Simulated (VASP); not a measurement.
Runs of VASP 6.6.1 on Cd4Te. The structure is that of space group F-43m (No. 216), or close to it. The cells are those of the table. 

```tsv
task	cell	k mesh	cutoff (eV)	gap on the mesh (eV)	pressure (GPa)	relaxed volume (Å³/atom)	largest force (eV/Å)
single point	a = 5.995 Å, angles 60.0°, 5 atoms	8 × 8 × 8	520	none	0.2	-	-
relaxation of cell and atoms	relaxed from a = 5.987 Å, angles 60.0°, 5 atoms	8 × 8 × 8	600	none	0.1	(a)	-
single point	a = 5.987 Å, angles 60.0°, 5 atoms	4 × 4 × 4	520	none	0.4	-	0.02
relaxation of cell and atoms	relaxed from a = 6.002 Å, angles 60.0°, 5 atoms	4 × 4 × 4	600	none	0.0	30.65	-
single point	a = 6.002 Å, angles 60.0°, 5 atoms	4 × 4 × 4	520	none	26.1	-	(b)
```

Alike in all rows: level PBE; potentials or basis VASP PAW PBE potentials, release 64 (Cd, Te); no spin polarisation; smearing gaussian 0.1 eV.

Fill in the values left out.

(a) 30.55; (b) 15.34.

Caveats: spin-orbit coupling is left out, which moves the levels of the heavy elements; forces of over 1 eV/Å act on the atoms, so gaps and moduli don't describe the material at rest (some runs).

A k mesh can miss the band edges, and the runs leave out spin-orbit coupling on Cd, Te.

A gap of «none» marks levels without a gap at the run's occupations.
